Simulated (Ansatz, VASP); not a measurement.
NbRu3: VASP beside Ansatz

INCAR

```
ALGO = Normal
EDIFF = 1E-6
ENCUT = 520
GGA = CA
ISIF = 2
ISMEAR = -1
LASPH = True
LCHARG = False
LREAL = False
LWAVE = False
NBANDS = 36
NELM = 80
PREC = Accurate
SIGMA = 0.05
```

Contents of KPOINTS:

```
k-points
0
Gamma
  9 9 9
```

Contents of POSCAR:

```
NbRu3
1.0
    3.8539589469      0.0000000000      0.0000000000
    0.0000000000      3.8539589469      0.0000000000
    0.0000000000      0.0000000000      3.8539589469
Nb Ru
1 3
Direct
    0.0000000000      0.0000000000      0.0000000000
    0.0000000000      0.5000000000      0.5000000000
    0.5000000000      0.0000000000      0.5000000000
    0.5000000000      0.5000000000      0.0000000000
```

Input for Ansatz:

```yaml
crystal:
  lattice:
    - [3.8539589469, 0.0, 0.0]
    - [0.0, 3.8539589469, 0.0]
    - [0.0, 0.0, 3.8539589469]
  atoms:
    - { symbol: Nb, position: [0.0, 0.0, 0.0] }
    - { symbol: Ru, position: [0.0, 0.5, 0.5] }
    - { symbol: Ru, position: [0.5, 0.0, 0.5] }
    - { symbol: Ru, position: [0.5, 0.5, 0.0] }
kpoints:
  mp_grid: { grid: [9, 9, 9] }
  band_path:
    path:
      - [0.0, 0.0, 0.0]
      - [0.0, 0.5, 0.0]
      - [0.5, 0.5, 0.0]
      - [0.0, 0.0, 0.0]
      - [0.5, 0.5, 0.5]
      - [0.0, 0.5, 0.0]
      - [0.5, 0.5, 0.5]
      - [0.5, 0.5, 0.0]
    npoints: 5
scf:
  occupations: { method: fermi_dirac, width: 0.05 }
hamiltonian:
  xc: lda
  pseudopotentials: { kind: all_electron, lapw: { basis_error: 0.001 } }
output:
  forces: true
  stress: true
  eigenvalues: true
```

Change from the starting cell: volume scaled by 0.98.

Alike in both runs: task single point; functional LDA; k mesh 9 × 9 × 9; occupations fermi-dirac, width 0.05 eV; no spin polarisation.

|  | VASP | Ansatz |
| --- | --- | --- |
| version | VASP 6.6.1 | Ansatz 0.2.0 |
| potentials or method | VASP PAW LDA potentials, release 64 (Nb_sv, Ru_pv), cutoff 520 eV | all-electron LAPW, scalar-relativistic |

|  | VASP | Ansatz | Ansatz less VASP |
| --- | --- | --- | --- |
| pressure (GPa) | -5.5 | -5.9 | -0.43 |

LDA's correlation is that of Perdew and Zunger in VASP and of Perdew and Wang (1992) in Ansatz. Ansatz ran all-electron here, and VASP with PAW potentials.
